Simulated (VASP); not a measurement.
# ZnS (Cm) in VASP: further runs

ZnS is run at these levels: PBE; tasks: electric field gradients.

Everything below comes from runs of VASP 6.6.1. Logs are shortened: lines on timing, memory, paths and dates and some standing lists are left out, and cuts for length are marked.

### 1 The cell of the first run

It takes space group Cm (No. 8, monoclinic). The conventional cell has a = 6.625 Å, b = 3.825 Å, c = 3.825 Å, α = 90.00°, β = 125.26°, γ = 90.00°. Zn (site symmetry m) has 4 S at 2.25 to 2.44 Å within 3.0 Å. S (site symmetry m) has 4 Zn at 2.25 to 2.44 Å within 3.0 Å.

### 2 Electric field gradients, PBE (atom 1 (Zn) moved by [0.084853, 0.084853, 0.0] A)

INCAR reads:

```
PREC     = Accurate       # precision mode
ENCUT    = 520            # plane-wave cutoff, eV
EDIFF    = 1E-8           # SCF threshold, eV
ISMEAR   = -1             # smearing method
SIGMA    = 0.01           # smearing width, eV
LREAL    = False          # projectors in reciprocal space
LASPH    = True           # aspherical terms in the spheres
NELM     = 60             # most SCF steps
ALGO     = Normal         # electronic algorithm
ISIF     = 2              # what is computed and relaxed
LWAVE    = False          # write WAVECAR
LCHARG   = False          # write CHGCAR
GGA      = PE             # functional
LEFG     = True         
NBANDS   = 16             # bands
```

KPOINTS reads:

```
regular mesh
0
Gamma
  8 8 8
```

POSCAR reads:

```
ZnS
1.0
    0.0000000000      2.7046500000      2.7046500000
    2.7046500000      0.0000000000      2.7046500000
    2.7046500000      2.7046500000      0.0000000000
Zn S
1 1
Direct
    0.0000000000      0.0000000000      0.0313730057
    0.7500000000      0.7500000000      0.7500000000
```

Potentials or basis: VASP PAW PBE potentials, release 64 (Zn, S).

Launch:

```bash
$ cat potpaw_PBE.64/Zn/POTCAR potpaw_PBE.64/S/POTCAR > POTCAR
$ mpirun -np 1 vasp_std > vasp.out
```

OUTCAR:

```text
PREC = Accurate
   ENCUT = 520
   EDIFF = 1E-8
   ISMEAR = -1
   LREAL = False
   LASPH = True
   NELM = 60
   ISIF = 2
   GGA = PE

 ion  position               nearest neighbor table
   1  0.000  0.000  0.031-   2 2.25   2 2.35   2 2.35   2 2.44
   2  0.750  0.750  0.750-   1 2.25   1 2.35   1 2.35   1 2.44

  LATTYP: Found a face centered cubic cell.
 ALAT       =     5.4093000000

  Lattice vectors:

 A1 = (   0.0000000000,   2.7046500000,   2.7046500000)
 A2 = (   2.7046500000,   0.0000000000,   2.7046500000)
 A3 = (   2.7046500000,   2.7046500000,   0.0000000000)

Analysis of symmetry for initial positions (statically):
=====================================================================
 Subroutine PRICEL returns:
 Original cell was already a primitive cell.

 Routine SETGRP: Setting up the symmetry group for a
 face centered cubic supercell.

 Subroutine GETGRP returns: Found  2 space group operations
 (whereof  2 operations were pure point group operations)
 out of a pool of 48 trial point group operations.

The static configuration has the point symmetry C_1h.

Analysis of symmetry for dynamics (positions and initial velocities):
=====================================================================
 Subroutine PRICEL returns:
 Original cell was already a primitive cell.

 Routine SETGRP: Setting up the symmetry group for a
 face centered cubic supercell.

 Subroutine GETGRP returns: Found  2 space group operations
 (whereof  2 operations were pure point group operations)
 out of a pool of 48 trial point group operations.

The dynamic configuration has the point symmetry C_1h.

 Subroutine INISYM returns: Found  2 space group operations
 (whereof  2 operations are pure point group operations),
 and found     1 'primitive' translations

----------------------------------------------------------------------------------------

                                     Primitive cell

  volume of cell :      39.5697

  direct lattice vectors                    reciprocal lattice vectors
     0.000000000  2.704650000  2.704650000    -0.184866803  0.184866803  0.184866803
     2.704650000  0.000000000  2.704650000     0.184866803 -0.184866803  0.184866803
     2.704650000  2.704650000  0.000000000     0.184866803  0.184866803 -0.184866803

  length of vectors
     3.824952711  3.824952711  3.824952711     0.320198696  0.320198696  0.320198696

  position of ions in fractional coordinates (direct lattice)
     0.000000000  0.000000000  0.031373006
     0.750000000  0.750000000  0.750000000

  ion indices of the primitive-cell ions
   primitive index   ion index
                 1           1
                 2           2

----------------------------------------------------------------------------------------

 KPOINTS: regular mesh

Automatic generation of k-mesh.
 Grid dimensions read from file:
 generate k-points for:    8    8    8

 Generating k-lattice:

  Cartesian coordinates                     Fractional coordinates (reciprocal lattice)
    -0.023108350  0.023108350  0.023108350     0.125000000  0.000000000  0.000000000
     0.023108350 -0.023108350  0.023108350     0.000000000  0.125000000  0.000000000
     0.023108350  0.023108350 -0.023108350     0.000000000  0.000000000  0.125000000

  Length of vectors
     0.040024837  0.040024837  0.040024837

  Shift w.r.t. Gamma in fractional coordinates (k-lattice)
     0.000000000  0.000000000  0.000000000

 Subroutine IBZKPT returns following result:
 ===========================================

 Found    150 irreducible k-points:

 Following reciprocal coordinates:
            Coordinates               Weight
  0.000000  0.000000  0.000000      1.000000
  0.125000  0.000000  0.000000      4.000000
  0.000000  0.000000  0.125000      2.000000
  0.125000  0.125000  0.125000      2.000000
  0.250000  0.000000  0.000000      4.000000
  0.000000  0.000000  0.250000      2.000000
[... 16 lines left out ...]
  0.375000  0.125000  0.000000      4.000000
  0.000000  0.375000  0.125000      4.000000
 [... further k-points ...]
   k-points           NKPTS =    150   k-points in BZ     NKDIM =    150   number of bands    NBANDS=     16
   number of dos      NEDOS =    301   number of ions     NIONS =      2
   total plane-waves  NPLWV =  21952
   dimension x,y,z NGX =    28 NGY =   28 NGZ =   28
   dimension x,y,z NGXF=    56 NGYF=   56 NGZF=   56
   ions per type =               1   1
   NGX,Y,Z   is equivalent  to a cutoff of  12.17, 12.17, 12.17 a.u.
   NGXF,Y,Z  is equivalent  to a cutoff of  24.34, 24.34, 24.34 a.u.
 SYSTEM =  unknown system
   PREC   = accura    normal or accurate (medium, high low for compatibility)
   ISTART =      0    job   : 0-new  1-cont  2-samecut
   ICHARG =      2    charge: 1-file 2-atom 10-const
   ISPIN  =      1    spin polarized calculation?
   LNONCOLLINEAR =      F non collinear calculations
   LSORBIT =      F    spin-orbit coupling
   LASPH  =      T    aspherical Exc in radial PAW
   ENCUT  =  520.0 eV  38.22 Ry    6.18 a.u.   7.11  7.11  7.11*2*pi/ulx,y,z
   NELM   =     60;   NELMIN=  2; NELMDL= -5     # of ELM steps
   EDIFF  = 0.1E-07   stopping-criterion for ELM
   LREAL  =      F    real-space projection
   EDIFFG = 0.1E-06   stopping-criterion for IOM
   NSW    =      0    number of steps for IOM
   IBRION =     -1    ionic relax: 0-MD 1-quasi-New 2-CG
   NFREE  =      0    steps in history (QN), initial steepest desc. (CG)
   ISIF   =      2    stress and relaxation
   ISYM   =      2    0-nonsym 1-usesym 2-fastsym
   POTIM  = 0.5000    time-step for ionic-motion
   TEBEG  =    0.0;   TEEND  =   0.0 temperature during run
   PSTRESS=    0.0 pullay stress
   NELECT =      18.0000    total number of electrons
   NUPDOWN=      -1.0000    fix difference up-down
   EMIN   =  10.00;   EMAX   =-10.00  energy-range for DOS
   EFERMI =   0.00;   METHOD = LEGACY
   ISMEAR =    -1;   SIGMA  =   0.01  broadening in eV -4-tet -1-fermi 0-gaus
   EFERMI_NEDOS =   21; number of points for ismear=-14 and -15
   IALGO  =     38    algorithm
   IMIX   =      4    mixing-type and parameters
     AMIX     =   0.40;   BMIX     =  1.00
     AMIX_MAG =   1.60;   BMIX_MAG =  1.00
  volume/ion in A,a.u.               =      19.78       133.51
  Fermi-wavevector in a.u.,A,eV,Ry     =   1.259055  2.379268 21.568210  1.585219
  Thomas-Fermi vector in A             =   2.392634
   LORBIT       =      0    0 simple, 1 ext, 2 COOP (PROOUT), +10 PAW based schemes
   GGA     = PE    functional components
   LHFCALC =     F    Hartree Fock is set to
   AEXX    =    0.0000 exact exchange contribution
   IVDW    =     0    specifies the selected vdW correction
   LEPSILON=     F    determine dielectric tensor
   LRPA    =     F    only Hartree local field effects (RPA)
 non-spin polarized calculation
  energy-cutoff  :      520.00
  volume of cell :       39.57
 maximum number of plane-waves:      1090
   NGX = 15   NGY = 15   NGZ = 15

 number of electron      18.0000001 magnetization

 Free energy of the ion-electron system (eV)
  ---------------------------------------------------
  ext. energy  EPLUGINS =         0.00000000
  ---------------------------------------------------
  free energy    TOTEN  =        -6.80625850 eV

  energy without entropy =       -6.80625850  energy(sigma->0) =       -6.80625850

 E-fermi :   2.3653     XC(G=0):  -9.6156

 val. band max:        2.1580352109   @ k =   0.0000   0.0000   0.0000
 cond. band min:       4.1895320648   @ k =   0.0000   0.0000   0.0000
 fundamental gap:      2.0314968539
 Fermi energy:         2.3653276423

 k-point     1 :       0.0000    0.0000    0.0000
  band No.  band energies     occupation
      1     -11.0543      2.00000
      2      -4.3595      2.00000
      3      -4.2745      2.00000
      4      -4.1873      2.00000
      5      -3.7793      2.00000
      6      -3.7770      2.00000
[... 8 lines left out ...]
     15      13.8299      0.00000
     16      13.8950      0.00000

 k-point     2 :       0.1250    0.0000    0.0000
  band No.  band energies     occupation
      1     -10.9384      2.00000
      2      -4.3415      2.00000
      3      -4.2644      2.00000
      4      -4.1730      2.00000
      5      -3.7810      2.00000
      6      -3.7781      2.00000
[... 8 lines left out ...]
     15      13.2442      0.00000
     16      14.6970      0.00000
[... 387 lines left out ...]
      5      -3.7784      2.00000
      6      -3.7394      2.00000
[... 8 lines left out ...]
     15      14.7986      0.00000
     16      15.1283      0.00000

 k-point    24 :       0.0000    0.3750    0.1250
  band No.  band energies     occupation
      1     -10.3274      2.00000
      2      -4.2450      2.00000
      3      -4.1353      2.00000
      4      -4.0793      2.00000
      5      -3.7692      2.00000
      6      -3.7360      2.00000
[... 8 lines left out ...]
     15      14.9155      0.00000
     16      15.1390      0.00000

 [... further k-points ...]
[... 5 lines left out ...]
  --------------------------------------------------------------------------------------
  -------------------------------------------------------------------------------------
  Total        0.4771605      0.4771605      0.5402735      0.1510214     -0.4936782     -0.4936783
  in kB       19.3202103     19.3202103     21.8756552      6.1148518    -19.9890120    -19.9890148
  external PRESSURE =      20.1720253 kB  Pullay stress =       0.0000000 kB

 VOLUME and BASIS-vectors are now :
 -----------------------------------------------------------------------------
  energy-cutoff  :      520.00
  volume of cell :       39.57
      direct lattice vectors                 reciprocal lattice vectors
     0.000000000  2.704650000  2.704650000    -0.184866803  0.184866803  0.184866803
     2.704650000  0.000000000  2.704650000     0.184866803 -0.184866803  0.184866803
     2.704650000  2.704650000  0.000000000     0.184866803  0.184866803 -0.184866803

 POSITION                                       TOTAL-FORCE (eV/Angst)
 -----------------------------------------------------------------------------------
      0.08485      0.08485      0.00000        -0.501417     -0.501417      0.166813
      4.05697      4.05697      4.05697         0.501417      0.501417     -0.166813
 -----------------------------------------------------------------------------------
    total drift:                               -0.000341     -0.000341      0.000127

  FREE ENERGIE OF THE ION-ELECTRON SYSTEM (eV)
  ---------------------------------------------------
  free  energy   TOTEN  =        -6.8062585039 eV

  energy  without entropy=       -6.8062585039  energy(sigma->0) =       -6.80625850

 Electric field gradients (V/A^2)
---------------------------------------------------------------------
 ion       V_xx      V_yy      V_zz      V_xy      V_xz      V_yz
---------------------------------------------------------------------
   1       0.859     0.859    -1.718    -1.084    22.123    22.123
   2      -0.054    -0.054     0.107    -1.413    -8.388    -8.388
---------------------------------------------------------------------

 Electric field gradients after diagonalization (V/A^2)
 (convention: |V_zz| > |V_xx| > |V_yy|)
----------------------------------------------------------------------
 ion       V_xx      V_yy      V_zz     asymmetry (V_yy - V_xx)/ V_zz
----------------------------------------------------------------------
   1      30.325     1.943   -32.268       0.880
   2      11.209     1.359   -12.568       0.784
----------------------------------------------------------------------

           NMR quadrupolar parameters

 Cq : quadrupolar parameter    Cq=e*Q*V_zz/h
 eta: asymmetry parameters     (V_yy - V_xx)/ V_zz
 Q  : nuclear electric quadrupole moment in mb (millibarn)
----------------------------------------------------------------------
 ion       Cq(MHz)       eta       Q (mb)
----------------------------------------------------------------------
   1      -0.078       0.880       1.000
   2      -0.030       0.784       1.000
----------------------------------------------------------------------
```

Run time: 2.2 min. Hardware: 1 thread of Intel Xeon 8259CL, shared host; peak memory 0.23 GiB.

What came out:

| Property | Result |
| --- | --- |
| Free energy | -6.8063 eV |
| Pressure | 2.0 GPa |
| Largest force | 0.728 eV/Å |
| Band gap on the k mesh | 2.03 eV |
| Largest electric field gradient by atom | Zn -32.3; S -12.6 V/Å² |

Forces in eV/Å, atoms in the order of the input:
```
Zn  -0.501 -0.501  0.167
S    0.501  0.501 -0.167
```

Stress tensor (GPa, compression positive):
```
 1.93  0.61 -2.00
 0.61  1.93 -2.00
-2.00 -2.00  2.19
```

Electric field gradients, principal values (V/Å²):
```tsv
atom	least	middle	greatest (by size)
1 Zn	1.943	30.325	-32.268
2 S	1.359	11.209	-12.568
```

Caveat: the cell differs from its parent crystal (atom 1 (Zn) moved by [0.084853, 0.084853, 0.0] A); without QUAD_EFG the Cq values of the log hold for a quadrupole moment of 1 mb, not for the nuclei.

### 3 Electric field gradients, PBE (atom 1 (Zn) moved by [0.084853, 0.084853, 0.0] A)

INCAR reads:

```
SYSTEM = ZnS
ALGO = Normal
EDIFF = 1E-8
ENCUT = 520
GGA = PE
ISIF = 2
ISMEAR = -1
LASPH = .TRUE.
LCHARG = .FALSE.
LEFG = .TRUE.
LREAL = .FALSE.
LWAVE = .FALSE.
NBANDS = 16
NELM = 60
PREC = Accurate
SIGMA = 0.01
```

KPOINTS reads:

```
k-points
0
G
  8 8 8
  0 0 0
```

POSCAR is that of step 2.

Potentials or basis: VASP PAW PBE potentials, release 64 (Zn, S).

Launch:

```bash
$ cat potpaw_PBE.64/Zn/POTCAR potpaw_PBE.64/S/POTCAR > POTCAR
$ mpirun -np 1 vasp_std > vasp.out
```

OUTCAR:

```text
SYSTEM = ZnS
   EDIFF = 1E-8
   ENCUT = 520
   GGA = PE
   ISIF = 2
   ISMEAR = -1
   LASPH = .TRUE.
   LREAL = .FALSE.
   NELM = 60
   PREC = Accurate

 ion  position               nearest neighbor table
   1  0.000  0.000  0.031-   2 2.25   2 2.35   2 2.35   2 2.44
   2  0.750  0.750  0.750-   1 2.25   1 2.35   1 2.35   1 2.44

  LATTYP: Found a face centered cubic cell.
 ALAT       =     5.4093000000

  Lattice vectors:

 A1 = (   0.0000000000,   2.7046500000,   2.7046500000)
 A2 = (   2.7046500000,   0.0000000000,   2.7046500000)
 A3 = (   2.7046500000,   2.7046500000,   0.0000000000)

Analysis of symmetry for initial positions (statically):
=====================================================================
 Subroutine PRICEL returns:
 Original cell was already a primitive cell.

 Routine SETGRP: Setting up the symmetry group for a
 face centered cubic supercell.

 Subroutine GETGRP returns: Found  2 space group operations
 (whereof  2 operations were pure point group operations)
 out of a pool of 48 trial point group operations.

The static configuration has the point symmetry C_1h.

Analysis of symmetry for dynamics (positions and initial velocities):
=====================================================================
 Subroutine PRICEL returns:
 Original cell was already a primitive cell.

 Routine SETGRP: Setting up the symmetry group for a
 face centered cubic supercell.

 Subroutine GETGRP returns: Found  2 space group operations
 (whereof  2 operations were pure point group operations)
 out of a pool of 48 trial point group operations.

The dynamic configuration has the point symmetry C_1h.

 Subroutine INISYM returns: Found  2 space group operations
 (whereof  2 operations are pure point group operations),
[... 148 lines left out ...]
 Fermi energy:         2.3653276423

 k-point     1 :       0.0000    0.0000    0.0000
  band No.  band energies     occupation
      1     -11.0543      2.00000
      2      -4.3595      2.00000
      3      -4.2745      2.00000
      4      -4.1873      2.00000
      5      -3.7793      2.00000
      6      -3.7770      2.00000
[... 433 lines left out ...]
      3      -4.1353      2.00000
      4      -4.0793      2.00000
      5      -3.7692      2.00000
      6      -3.7360      2.00000
[... 8 lines left out ...]
     15      14.9155      0.00000
     16      15.1390      0.00000

 [... further k-points ...]
[... 5 lines left out ...]
  --------------------------------------------------------------------------------------
  -------------------------------------------------------------------------------------
  Total        0.4771605      0.4771605      0.5402735      0.1510214     -0.4936782     -0.4936783
  in kB       19.3202103     19.3202103     21.8756552      6.1148518    -19.9890120    -19.9890148
  external PRESSURE =      20.1720253 kB  Pullay stress =       0.0000000 kB

 VOLUME and BASIS-vectors are now :
 -----------------------------------------------------------------------------
  energy-cutoff  :      520.00
  volume of cell :       39.57
      direct lattice vectors                 reciprocal lattice vectors
     0.000000000  2.704650000  2.704650000    -0.184866803  0.184866803  0.184866803
     2.704650000  0.000000000  2.704650000     0.184866803 -0.184866803  0.184866803
     2.704650000  2.704650000  0.000000000     0.184866803  0.184866803 -0.184866803

 POSITION                                       TOTAL-FORCE (eV/Angst)
 -----------------------------------------------------------------------------------
      0.08485      0.08485      0.00000        -0.501417     -0.501417      0.166813
      4.05697      4.05697      4.05697         0.501417      0.501417     -0.166813
 -----------------------------------------------------------------------------------
    total drift:                               -0.000341     -0.000341      0.000127

  FREE ENERGIE OF THE ION-ELECTRON SYSTEM (eV)
  ---------------------------------------------------
  free  energy   TOTEN  =        -6.8062585039 eV

  energy  without entropy=       -6.8062585039  energy(sigma->0) =       -6.80625850

 Electric field gradients (V/A^2)
---------------------------------------------------------------------
 ion       V_xx      V_yy      V_zz      V_xy      V_xz      V_yz
---------------------------------------------------------------------
   1       0.859     0.859    -1.718    -1.084    22.123    22.123
   2      -0.054    -0.054     0.107    -1.413    -8.388    -8.388
---------------------------------------------------------------------

 Electric field gradients after diagonalization (V/A^2)
 (convention: |V_zz| > |V_xx| > |V_yy|)
----------------------------------------------------------------------
 ion       V_xx      V_yy      V_zz     asymmetry (V_yy - V_xx)/ V_zz
----------------------------------------------------------------------
   1      30.325     1.943   -32.268       0.880
   2      11.209     1.359   -12.568       0.784
----------------------------------------------------------------------

           NMR quadrupolar parameters

 Cq : quadrupolar parameter    Cq=e*Q*V_zz/h
 eta: asymmetry parameters     (V_yy - V_xx)/ V_zz
 Q  : nuclear electric quadrupole moment in mb (millibarn)
----------------------------------------------------------------------
 ion       Cq(MHz)       eta       Q (mb)
----------------------------------------------------------------------
   1      -0.078       0.880       1.000
   2      -0.030       0.784       1.000
----------------------------------------------------------------------
```

stdout:

```text
POSCAR found type information on POSCAR ZnS
 POSCAR found :  2 types and       2 ions
 scaLAPACK will be used
 LDA part: xc-table for (Slater+PW92), standard interpolation
 POSCAR, INCAR and KPOINTS ok, starting setup
 FFT: planning ... GRIDC
 FFT: planning ... GRID_SOFT
 FFT: planning ... GRID
 WAVECAR not read
 entering main loop
ion   1

ion   2
```

Run time: 2.2 min. Hardware: 1 thread of Intel Xeon 8259CL, shared host; peak memory 0.23 GiB.

What came out:

* Free energy: -6.8063 eV
* Pressure: 2.0 GPa
* Largest force: 0.728 eV/Å
* Band gap on the k mesh: 2.03 eV
* Largest electric field gradient by atom: Zn -32.3; S -12.6 V/Å²

Forces on the atoms (eV/Å):
```
Zn  -0.501 -0.501  0.167
S    0.501  0.501 -0.167
```

Electric field gradients, principal values (V/Å²):
```
atom  least  middle  greatest (by size)
1 Zn  1.943  30.325             -32.268
 2 S  1.359  11.209             -12.568
```

Caveat: the cell differs from its parent crystal (atom 1 (Zn) moved by [0.084853, 0.084853, 0.0] A); without QUAD_EFG the Cq values of the log hold for a quadrupole moment of 1 mb, not for the nuclei.
